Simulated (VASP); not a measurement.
Write the native input for VASP 6.6.1 that does the following.

| Item | Value |
| --- | --- |
| Task | single point |
| Functional | PBEsol |
| Dispersion | D3(BJ) |
| Potentials or basis | VASP PAW PBE potentials, release 64 (Ni, O) |
| Cutoff | 520 eV |
| k mesh | 11 × 11 × 11 |
| Occupations | fermi-dirac, width 0.05 eV |
| Spin | collinear spin, ferromagnetic start |
| Starting moments | [1.0, 0.0] μB |
| Dipole correction | no |
| Further INCAR settings | ALGO = Normal; EDIFF = 1e-06; NBANDS = 19 |

The structure of NiO lies in POSCAR:

```
NiO
1.0
    0.0000000000      2.0719018797      2.0719018797
    2.0719018797      0.0000000000      2.0719018797
    2.0719018797      2.0719018797      0.0000000000
Ni O
1 1
Direct
    0.0000000000      0.0000000000      0.0000000000
    0.5000000000      0.5000000000      0.5000000000
```

The input as run:

INCAR

```
  PREC = Accurate
  ENCUT = 520
  EDIFF = 1E-6
  ISMEAR = -1
  SIGMA = 0.05
  LREAL = False
  LASPH = True
  NELM = 150
  ALGO = Normal
  ISIF = 2
  LWAVE = False
  LCHARG = False
  ISPIN = 2
  MAGMOM = 1 0
  LORBIT = 11
  LMAXMIX = 4
  GGA = PS
  IVDW = 12
  NBANDS = 19
```

KPOINTS

```
Automatic mesh
0
Gamma
  11 11 11
```

Potentials or basis: VASP PAW PBE potentials, release 64 (Ni, O).

Run with:

```sh
$ cat potpaw_PBE.64/Ni/POTCAR potpaw_PBE.64/O/POTCAR > POTCAR
$ mpirun -np 1 vasp_std > vasp.out
```

Results of the run:

```json
{
 "Pressure": "-6.0 GPa",
 "Net moment": "1.29 μB per cell",
 "Site moments": "Ni +1.08; O +0.18 μB",
 "Valence electrons inside the program's atomic spheres": "Ni 9.08; O 4.94",
 "Dispersion energy per atom": "-0.224 eV"
}
```

Caveat: the cell stands under tension; the PAW data sets were made with another functional, which shifts forces and pressure a little; a cell with one magnetic atom can't hold antiferromagnetic order, which such compounds often take.

It took 19 s on 1 thread of Intel(R) Xeon(R) 6975P-C (Granite Rapids), on a shared host, peak memory 0.18 GiB.
